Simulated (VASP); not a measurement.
Write the native input for VASP 6.6.1 that does the following.

| Property | Result |
| --- | --- |
| Task | single point |
| Functional | PBE |
| Potentials or basis | VASP PAW PBE potentials, release 64 (Fe_sv, O) |
| Cutoff | 600 eV |
| k mesh | 11 × 11 × 11 |
| Occupations | fermi-dirac, width 0.05 eV |
| Spin | collinear spin, ferromagnetic start |
| Starting moments | [3.0, 0.0] μB |
| Dipole correction | no |
| Second run | valence_matched |
| Further INCAR settings | ALGO = Normal; EDIFF = 1e-06; NBANDS = 22 |

The structure of FeO lies in POSCAR:

```
FeO
1.0
    0.0000000000      2.1114000555      2.1114000555
    2.1114000555      0.0000000000      2.1114000555
    2.1114000555      2.1114000555      0.0000000000
Fe O
1 1
Direct
    0.0000000000      0.0000000000      0.0000000000
    0.5000000000      0.5000000000      0.5000000000
```

One way to write it, as run:

INCAR

```
SYSTEM = FeO
PREC = Accurate
ENCUT = 600
EDIFF = 1E-6
ISMEAR = -1
SIGMA = 0.05
LREAL = .FALSE.
LASPH = .TRUE.
NELM = 200
ALGO = Normal
ISIF = 2
LWAVE = .FALSE.
LCHARG = .FALSE.
ISPIN = 2
MAGMOM = 3 0
LORBIT = 11
LMAXMIX = 4
GGA = PE
NBANDS = 22
GGA_COMPAT = .FALSE.
```

KPOINTS

```
regular mesh
0
G
  11 11 11
  0 0 0
```

Potentials or basis: VASP PAW PBE potentials, release 64 (Fe_sv, O).

Launch:

```bash
$ cat potpaw_PBE.64/Fe_sv/POTCAR potpaw_PBE.64/O/POTCAR > POTCAR
$ mpirun -np 1 vasp_std > vasp.out
```

It gave:

The pressure is 10.4 GPa, the band gap on the k mesh is zero (filled and empty bands overlap) and the net moment is 4.00 μB per cell. The site moments are Fe +3.47; O +0.31 μB. The valence electrons inside the program's atomic spheres are Fe 13.64; O 5.03.

Caveat: a cell with one magnetic atom can't hold antiferromagnetic order, which such compounds often take; semilocal functionals often make such compounds metallic where correlation or magnetic order opens a gap, which also shifts bond lengths.

Wall time 27 s on 1 thread of Intel(R) Xeon(R) Platinum 8375C CPU @ 2.90GHz (Ice Lake), with other jobs on the host, peak memory 0.17 GiB.
